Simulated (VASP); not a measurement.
Here is a VASP 6.6.1 calculation.

File INCAR:

```
SYSTEM = MgO
PREC = Accurate
ENCUT = 520
EDIFF = 1E-7
ISMEAR = 0
SIGMA = 0.01
LREAL = .False.
LASPH = .True.
NELM = 60
ALGO = Normal
ISIF = 2
LWAVE = .False.
LCHARG = .False.
GGA = PS
NBANDS = 11
```

The input KPOINTS:

```
Automatic mesh
0
Gamma
  12 12 12
  0 0 0
```

POSCAR

```
MgO
1.0
    0.0000000000      2.1085000000      2.1085000000
    2.1085000000      0.0000000000      2.1085000000
    2.1085000000      2.1085000000      0.0000000000
Mg O
1 1
Direct
    0.0000000000      0.0000000000      0.0000000000
    0.5000000000      0.5000000000      0.5000000000
```

Potentials or basis: VASP PAW PBE potentials, release 64 (Mg, O).

Launch:

```bash
$ cat potpaw_PBE.64/Mg/POTCAR potpaw_PBE.64/O/POTCAR > POTCAR
$ mpirun -np 1 vasp_std > vasp.out
```

Estimate the band gap on the k mesh.

4.60 eV, direct.

Predict the pressure.

-0.8 GPa.

Caveat: the PAW data sets were made with another functional, which shifts forces and pressure a little.

**What was measured.**

From “Electronic structure of alkaline earth and post-transition metal oxides”, 2009, arxiv:0908.1581, for a bulk crystal of MgO: band gap 7.83 eV.

A measured gap of MgO is 7.83 eV (quoted in “Electronic structure of alkaline earth and post-transition metal oxides”, 2009, arxiv:0908.1581); the calculated 4.60 eV misses it by -3.23 eV. The value is that of PBEsol on a finite k mesh, which can miss the band edges, without temperature or zero-point motion. Semilocal functionals fall short of measured gaps as a rule.
